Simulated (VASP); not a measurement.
Here is a VASP 6.6.1 calculation.

The input INCAR:

```
SYSTEM = SnTe
PREC     = Accurate       ! precision mode
ENCUT    = 520            ! plane-wave cutoff, eV
EDIFF    = 1E-6           ! SCF threshold, eV
ISMEAR   = 0              ! smearing method
SIGMA    = 0.03           ! smearing width, eV
LREAL    = .FALSE.        ! projectors in reciprocal space
LASPH    = .TRUE.         ! aspherical terms in the spheres
NELM     = 80             ! most SCF steps
ALGO     = Normal         ! electronic algorithm
ISIF     = 2              ! what is computed and relaxed
LWAVE    = .FALSE.        ! write WAVECAR
LCHARG   = .FALSE.        ! write CHGCAR
GGA      = PE             ! functional
NBANDS   = 17             ! bands
```

The input KPOINTS:

```
regular mesh
0
G
  10 10 10
  0 0 0
```

The input POSCAR:

```
SnTe
1.0
    0.0000000000      3.2827600000      3.1565000000
    3.2827600000      0.0000000000      3.1565000000
    3.2827600000      3.2827600000      0.0000000000
Sn Te
1 1
Direct
    0.0000000000      0.0000000000      0.0000000000
    0.5000000000      0.5000000000      0.5000000000
```

Potentials or basis: VASP PAW PBE potentials, release 64 (Sn_d, Te).

The run is started by

```sh
$ cat potpaw_PBE.64/Sn_d/POTCAR potpaw_PBE.64/Te/POTCAR > POTCAR
$ mpirun -np 1 vasp_std > vasp.out
```

Question: Estimate the band gap on the k mesh.

Answer: 0.07 eV, direct.

Question: What does it give for the pressure?

Answer: -1.1 GPa.

Stress tensor (GPa, compression positive):
```
-2.47  0.00  0.00
 0.00 -2.47  0.00
 0.00  0.00  1.63
```

Caveat: the cell differs from its parent crystal (strain +0.040 along x and y, +0.000 along z); spin-orbit coupling is left out, which moves the levels of the heavy elements. A k mesh can miss the band edges.
